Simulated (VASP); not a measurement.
# AlAu2 (I4/mmm) in VASP: a series of runs

Runs on AlAu2. Level: LDA. Tasks: single point.

All numbers are computed with VASP 6.6.1; they aren't measurements. Logs are shortened: lines on timing, memory, paths and dates and some standing lists are left out, and cuts for length are marked.

## (1) The cell of the first run

Symmetry: I4/mmm, No. 139, tetragonal system. Conventional cell: a = 3.205 Å, b = 3.205 Å, c = 8.888 Å, α = 90.00°, β = 90.00°, γ = 90.00°. Al (site symmetry 4/mmm) has 10 Au at 2.66 to 3.05 Å and 4 Al at 3.21 Å within 3.5 Å. Au (site symmetry 4mm) has 5 Al at 2.66 to 3.05 Å and 9 Au at 2.79 to 3.21 Å within 3.5 Å.

## (2) Single point, LDA

INCAR

```
ALGO = Fast
EDIFF = 1E-6
ENCUT = 520
GGA = CA
ISIF = 2
ISMEAR = 0
LASPH = T
LCHARG = F
LREAL = F
LWAVE = F
NBANDS = 20
NELM = 80
PREC = Accurate
SIGMA = 0.15
```

KPOINTS

```
k-points
0
Gamma
  16 16 16
```

POSCAR

```
AlAu2
1.0
   -1.6027500000      1.6027500000      4.4441500000
    1.6027500000     -1.6027500000      4.4441500000
    1.6027500000      1.6027500000     -4.4441500000
Al Au
1 2
Direct
    0.0000000000      0.0000000000      0.0000000000
    0.6570428093      0.6570428093      0.0000000000
    0.3429571907      0.3429571907      0.0000000000
```

Potentials or basis: VASP PAW LDA potentials, release 64 (Al, Au).

Command:

```bash
cat potpaw_LDA.64/Al/POTCAR potpaw_LDA.64/Au/POTCAR > POTCAR
mpirun -np 1 vasp_std > vasp.out
```

OUTCAR:

```text
EDIFF = 1E-6
   ENCUT = 520
   GGA = CA
   ISIF = 2
   ISMEAR = 0
   LASPH = T
   LREAL = F
   NELM = 80
   PREC = Accurate

 ion  position               nearest neighbor table
   1  0.000  0.000  0.000-   2 2.66   3 2.66   2 2.66   3 2.66   2 2.66   3 2.66   3 2.66   2 2.66
                             2 3.05   3 3.05
   2  0.657  0.657  0.000-   1 2.66   1 2.66   1 2.66   1 2.66   3 2.79   3 2.81   3 2.81   3 2.81
                             3 2.81   1 3.05
   3  0.343  0.343  0.000-   1 2.66   1 2.66   1 2.66   1 2.66   2 2.79   2 2.81   2 2.81   2 2.81
                             2 2.81   1 3.05

  LATTYP: Found a body centered tetragonal cell.
 ALAT       =     3.2055000000
 C/A-ratio  =     2.7728279520

  Lattice vectors:

 A1 = (  -1.6027500000,   1.6027500000,   4.4441500000)
 A2 = (   1.6027500000,  -1.6027500000,   4.4441500000)
 A3 = (   1.6027500000,   1.6027500000,  -4.4441500000)

Analysis of symmetry for initial positions (statically):
=====================================================================
 Subroutine PRICEL returns:
 Original cell was already a primitive cell.

 Routine SETGRP: Setting up the symmetry group for a
 body centered tetragonal supercell.

 Subroutine GETGRP returns: Found 16 space group operations
 (whereof 16 operations were pure point group operations)
 out of a pool of 16 trial point group operations.

The static configuration has the point symmetry D_4h.

Analysis of symmetry for dynamics (positions and initial velocities):
=====================================================================
 Subroutine PRICEL returns:
 Original cell was already a primitive cell.

 Routine SETGRP: Setting up the symmetry group for a
 body centered tetragonal supercell.

 Subroutine GETGRP returns: Found 16 space group operations
 (whereof 16 operations were pure point group operations)
 out of a pool of 16 trial point group operations.

The dynamic configuration has the point symmetry D_4h.

 Subroutine INISYM returns: Found 16 space group operations
 (whereof 16 operations are pure point group operations),
 and found     1 'primitive' translations

----------------------------------------------------------------------------------------

                                     Primitive cell

  volume of cell :      45.6647

  direct lattice vectors                    reciprocal lattice vectors
    -1.602750000  1.602750000  4.444150000     0.000000000  0.311963812  0.112507454
     1.602750000 -1.602750000  4.444150000     0.311963812  0.000000000  0.112507454
     1.602750000  1.602750000 -4.444150000     0.311963812  0.311963812  0.000000000

  length of vectors
     4.988795882  4.988795882  4.988795882     0.331631342  0.331631342  0.441183454

  position of ions in fractional coordinates (direct lattice)
     0.000000000  0.000000000  0.000000000
     0.657042809  0.657042809  0.000000000
     0.342957191  0.342957191  0.000000000

  ion indices of the primitive-cell ions
   primitive index   ion index
                 1           1
                 2           2
                 3           3

----------------------------------------------------------------------------------------

 KPOINTS: k-points

Automatic generation of k-mesh.
 Grid dimensions read from file:
 generate k-points for:   16   16   16

 Generating k-lattice:

  Cartesian coordinates                     Fractional coordinates (reciprocal lattice)
     0.000000000  0.019497738  0.007031716     0.062500000  0.000000000  0.000000000
     0.019497738  0.000000000  0.007031716     0.000000000  0.062500000  0.000000000
     0.019497738  0.019497738  0.000000000     0.000000000  0.000000000  0.062500000

  Length of vectors
     0.020726959  0.020726959  0.027573966

  Shift w.r.t. Gamma in fractional coordinates (k-lattice)
     0.000000000  0.000000000  0.000000000

 Subroutine IBZKPT returns following result:
 ===========================================

 Found    349 irreducible k-points:

 Following reciprocal coordinates:
            Coordinates               Weight
  0.000000  0.000000  0.000000      1.000000
  0.062500  0.000000  0.000000      8.000000
  0.125000  0.000000  0.000000      8.000000
  0.187500  0.000000  0.000000      8.000000
  0.250000  0.000000  0.000000      8.000000
  0.312500  0.000000  0.000000      8.000000
[... 16 lines left out ...]
 -0.125000  0.062500  0.000000     16.000000
 -0.062500  0.062500  0.000000      4.000000
 [... further k-points ...]
   k-points           NKPTS =    349   k-points in BZ     NKDIM =    349   number of bands    NBANDS=     20
   number of dos      NEDOS =    301   number of ions     NIONS =      3
   total plane-waves  NPLWV =  64000
   dimension x,y,z NGX =    40 NGY =   40 NGZ =   40
   dimension x,y,z NGXF=    80 NGYF=   80 NGZF=   80
   ions per type =               1   2
   NGX,Y,Z   is equivalent  to a cutoff of  13.33, 13.33, 13.33 a.u.
   NGXF,Y,Z  is equivalent  to a cutoff of  26.66, 26.66, 26.66 a.u.
 SYSTEM =  unknown system
   PREC   = accura    normal or accurate (medium, high low for compatibility)
   ISTART =      0    job   : 0-new  1-cont  2-samecut
   ICHARG =      2    charge: 1-file 2-atom 10-const
   ISPIN  =      1    spin polarized calculation?
   LNONCOLLINEAR =      F non collinear calculations
   LSORBIT =      F    spin-orbit coupling
   LASPH  =      T    aspherical Exc in radial PAW
   ENCUT  =  520.0 eV  38.22 Ry    6.18 a.u.   9.28  9.28  9.28*2*pi/ulx,y,z
   NELM   =     80;   NELMIN=  2; NELMDL= -5     # of ELM steps
   EDIFF  = 0.1E-05   stopping-criterion for ELM
   LREAL  =      F    real-space projection
[... 7 lines left out ...]
   TEBEG  =    0.0;   TEEND  =   0.0 temperature during run
   PSTRESS=    0.0 pullay stress
   NELECT =      25.0000    total number of electrons
   NUPDOWN=      -1.0000    fix difference up-down
   EMIN   =  10.00;   EMAX   =-10.00  energy-range for DOS
   EFERMI =   0.00;   METHOD = LEGACY
   ISMEAR =     0;   SIGMA  =   0.15  broadening in eV -4-tet -1-fermi 0-gaus
   EFERMI_NEDOS =   21; number of points for ismear=-14 and -15
   IALGO  =     68    algorithm
   IMIX   =      4    mixing-type and parameters
     AMIX     =   0.40;   BMIX     =  1.00
     AMIX_MAG =   1.60;   BMIX_MAG =  1.00
  volume/ion in A,a.u.               =      15.22       102.72
  Fermi-wavevector in a.u.,A,eV,Ry     =   1.339249  2.530814 24.403254  1.793589
  Thomas-Fermi vector in A             =   2.467656
   LORBIT       =      0    0 simple, 1 ext, 2 COOP (PROOUT), +10 PAW based schemes
   GGA     = CA    functional components
   LHFCALC =     F    Hartree Fock is set to
   AEXX    =    0.0000 exact exchange contribution
   IVDW    =     0    specifies the selected vdW correction
   LEPSILON=     F    determine dielectric tensor
   LRPA    =     F    only Hartree local field effects (RPA)
 non-spin polarized calculation
 RMM-DIIS sequential band-by-band and
 Gauss-broadening in eV      SIGMA  =   0.15
  energy-cutoff  :      520.00
  volume of cell :       45.66
 maximum number of plane-waves:      1250
 NGX is ok and might be reduce to    40

 number of electron      24.9999999 magnetization

 Free energy of the ion-electron system (eV)
  ---------------------------------------------------
  ext. energy  EPLUGINS =         0.00000000
  ---------------------------------------------------
  free energy    TOTEN  =       -14.12289926 eV

  energy without entropy =      -14.11666761  energy(sigma->0) =      -14.11978344

 E-fermi :  10.8580     XC(G=0): -12.6643

 val. band max:       10.8417134880   @ k =   0.3125   0.1875   0.0000
 cond. band min:      10.8710384849   @ k =  -0.3125  -0.4375   0.1875
 fundamental gap:      0.0293249969
 Fermi energy:        10.8579750603

 k-point     1 :       0.0000    0.0000    0.0000
  band No.  band energies     occupation
      1      -0.9372      2.00000
      2       3.2514      2.00000
      3       3.7713      2.00000
      4       4.9638      2.00000
      5       5.1687      2.00000
      6       5.4761      2.00000
[... 12 lines left out ...]
     19      18.7338      0.00000
     20      20.8754      0.00000

 k-point     2 :       0.0625    0.0000    0.0000
  band No.  band energies     occupation
      1      -0.8607      2.00000
      2       3.2852      2.00000
      3       3.7938      2.00000
      4       4.9023      2.00000
      5       5.1205      2.00000
      6       5.3167      2.00000
[... 12 lines left out ...]
     19      19.4774      0.00000
     20      21.5030      0.00000

 k-point     3 :       0.1250    0.0000    0.0000
  band No.  band energies     occupation
      1      -0.6338      2.00000
      2       3.3596      2.00000
      3       3.8755      2.00000
      4       4.6099      2.00000
      5       5.0818      2.00000
      6       5.1482      2.00000
[... 12 lines left out ...]
     19      20.8325      0.00000
     20      22.5496      0.00000

 k-point     4 :       0.1875    0.0000    0.0000
  band No.  band energies     occupation
      1      -0.2652      2.00000
      2       3.4049      2.00000
      3       4.0068      2.00000
      4       4.2755      2.00000
      5       4.8694      2.00000
      6       5.2428      2.00000
[... 12 lines left out ...]
     19      22.2448      0.00000
     20      23.1738      0.00000

 k-point     5 :       0.2500    0.0000    0.0000
  band No.  band energies     occupation
      1       0.2285      2.00000
      2       3.3415      2.00000
      3       3.8788      2.00000
      4       4.3430      2.00000
      5       4.6977      2.00000
      6       5.1383      2.00000
[... 12 lines left out ...]
     19      23.0710      0.00000
     20      23.5632      0.00000

 k-point     6 :       0.3125    0.0000    0.0000
  band No.  band energies     occupation
      1       0.8177      2.00000
      2       3.1346      2.00000
      3       3.7796      2.00000
      4       4.4955      2.00000
      5       4.5755      2.00000
      6       4.9725      2.00000
[... 12 lines left out ...]
     19      22.4293      0.00000
     20      23.3058      0.00000

 k-point     7 :       0.3750    0.0000    0.0000
  band No.  band energies     occupation
      1       1.4494      2.00000
      2       2.8959      2.00000
      3       3.7752      2.00000
      4       4.4968      2.00000
      5       4.5068      2.00000
      6       4.8140      2.00000
[... 12 lines left out ...]
     19      21.2728      0.00000
     20      23.0515      0.00000
[... 277 lines left out ...]
 k-point    20 :      -0.3125    0.0625    0.0000
  band No.  band energies     occupation
      1       0.8091      2.00000
      2       3.2335      2.00000
      3       3.7773      2.00000
      4       4.5432      2.00000
      5       4.5750      2.00000
      6       4.9748      2.00000
[... 12 lines left out ...]
     19      21.8298      0.00000
     20      23.3710      0.00000

 k-point    21 :      -0.2500    0.0625    0.0000
  band No.  band energies     occupation
      1       0.2320      2.00000
      2       3.4745      2.00000
      3       3.8771      2.00000
      4       4.3818      2.00000
      5       4.6610      2.00000
      6       5.1229      2.00000
[... 12 lines left out ...]
     19      22.8032      0.00000
     20      23.5750      0.00000

 k-point    22 :      -0.1875    0.0625   -0.0000
  band No.  band energies     occupation
      1      -0.2447      2.00000
      2       3.5205      2.00000
      3       4.0586      2.00000
      4       4.2545      2.00000
      5       4.8140      2.00000
      6       5.2007      2.00000
[... 12 lines left out ...]
     19      22.2307      0.00000
     20      23.6849      0.00000

 k-point    23 :      -0.1250    0.0625    0.0000
  band No.  band energies     occupation
      1      -0.5947      2.00000
      2       3.4453      2.00000
      3       3.9050      2.00000
      4       4.6112      2.00000
      5       4.9578      2.00000
      6       5.1681      2.00000
[... 12 lines left out ...]
     19      20.8324      0.00000
     20      23.1365      0.00000

 k-point    24 :      -0.0625    0.0625    0.0000
  band No.  band energies     occupation
      1      -0.8027      2.00000
      2       3.3411      2.00000
      3       3.8218      2.00000
      4       4.8832      2.00000
      5       5.0327      2.00000
      6       5.2436      2.00000
[... 12 lines left out ...]
     19      19.6964      0.00000
     20      22.0806      0.00000

 [... further k-points ...]

------------------------ aborting loop because EDIFF is reached ----------------------------------------

  FORCE on cell =-STRESS in cart. coord.  units (eV):
  Direction    XX          YY          ZZ          XY          YZ          ZX
  --------------------------------------------------------------------------------------
  -------------------------------------------------------------------------------------
  Total        2.2322020      2.2322020      0.7118374      0.0000000      0.0000000      0.0000000
  in kB       78.3184005     78.3184005     24.9753238      0.0000000      0.0000000      0.0000000
  external PRESSURE =      60.5373749 kB  Pullay stress =       0.0000000 kB

 VOLUME and BASIS-vectors are now :
 -----------------------------------------------------------------------------
  energy-cutoff  :      520.00
  volume of cell :       45.66
      direct lattice vectors                 reciprocal lattice vectors
    -1.602750000  1.602750000  4.444150000     0.000000000  0.311963812  0.112507454
     1.602750000 -1.602750000  4.444150000     0.311963812  0.000000000  0.112507454
     1.602750000  1.602750000 -4.444150000     0.311963812  0.311963812  0.000000000

 POSITION                                       TOTAL-FORCE (eV/Angst)
 -----------------------------------------------------------------------------------
      0.00000      0.00000      0.00000        -0.000000     -0.000000      0.000000
      0.00000      0.00000      5.83999        -0.000000     -0.000000     -0.434642
      0.00000      0.00000      3.04831         0.000000      0.000000      0.434642
 -----------------------------------------------------------------------------------
    total drift:                                0.000000      0.000000     -0.000000

  FREE ENERGIE OF THE ION-ELECTRON SYSTEM (eV)
  ---------------------------------------------------
  free  energy   TOTEN  =       -14.1228992637 eV

  energy  without entropy=      -14.1166676067  energy(sigma->0) =      -14.11978344
```

It took 9.6 min on 1 thread of Intel Xeon 8259CL, shared host; peak memory 0.43 GiB.

What came out:

| Item | Value |
| --- | --- |
| Free energy | -14.1229 eV |
| Pressure | 6.1 GPa |
| Largest force | 0.435 eV/Å |
| Band gap on the k mesh | zero (an odd number of electrons rules out a gap without spin polarisation) |

Forces on the atoms (eV/Å):
```
Al   0.000  0.000  0.000
Au   0.000  0.000 -0.435
Au   0.000  0.000  0.435
```

Caveat: the stress differs along the axes, from 2 to 8 GPa; spin-orbit coupling is left out, which moves the levels of the heavy elements.

## (3) Single point, LDA

This run uses another cell than the first one, of the same volume but with other edges.

INCAR

```
PREC = Accurate ; ENCUT = 520
EDIFF = 1E-7 ; ISMEAR = 0
SIGMA = 0.15 ; LREAL = False
LASPH = True ; NELM = 60
ALGO = Fast ; ISIF = 2
LWAVE = False ; LCHARG = False
GGA = CA ; NBANDS = 20
```

KPOINTS

```
regular mesh
0
Gamma
  16 16 16
```

POSCAR

```
AlAu2
1.0
   -1.6688500000      1.6688500000      4.0978500000
    1.6688500000     -1.6688500000      4.0978500000
    1.6688500000      1.6688500000     -4.0978500000
Al Au
1 2
Direct
    0.0000000000      0.0000000000      0.0000000000
    0.6570428093      0.6570428093      0.0000000000
    0.3429571907      0.3429571907      0.0000000000
```

Potentials or basis: VASP PAW LDA potentials, release 64 (Al, Au).

Command:

```bash
cat potpaw_LDA.64/Al/POTCAR potpaw_LDA.64/Au/POTCAR > POTCAR
mpirun -np 1 vasp_std > vasp.out
```

Wall time 7.2 min (1 thread of Intel Xeon 8259CL, shared host); peak memory 0.41 GiB.

Results (log left out):

```yaml
Free_energy: -14.0690 eV
Pressure: 9.1 GPa
Largest_force: 0.977 eV/Å
Band_gap_on_the_k_mesh: zero (an odd number of electrons rules out a gap without spin polarisation)
```

Forces in eV/Å, atoms in the order of the input:
```
Al   0.000  0.000  0.000
Au   0.000  0.000  0.977
Au   0.000  0.000 -0.977
```

Stress tensor (GPa, compression positive):
```
 5.32  0.00  0.00
 0.00  5.32  0.00
 0.00  0.00 16.68
```

Levels at points of the mesh, in eV from the Fermi level:
| k point | band 10 | band 11 | band 12 | band 13 | band 14 | band 15 | band 16 | band 17 |
| --- | --- | --- | --- | --- | --- | --- | --- | --- |
| (0.00, 0.00, 0.00) | -4.95 | -3.54 | -0.47 | 2.55 | 6.04 | 6.04 | 6.62 | 6.62 |
| (0.50, 0.00, 0.00) | -3.43 | -3.29 | -3.17 | -2.06 | 2.50 | 7.52 | 7.73 | 8.32 |
| (0.50, 0.50, 0.00) | -3.47 | -3.38 | -1.63 | 0.90 | 1.24 | 2.23 | 2.29 | 6.40 |
| (0.50, 0.50, 0.50) | -3.52 | -3.52 | -2.66 | 2.27 | 2.27 | 7.08 | 7.41 | 8.18 |

Caveat: the stress differs along the axes, from 5 to 17 GPa; spin-orbit coupling is left out, which moves the levels of the heavy elements.

The gap in the log of VASP goes by the Fermi energy; the results here count the filled bands.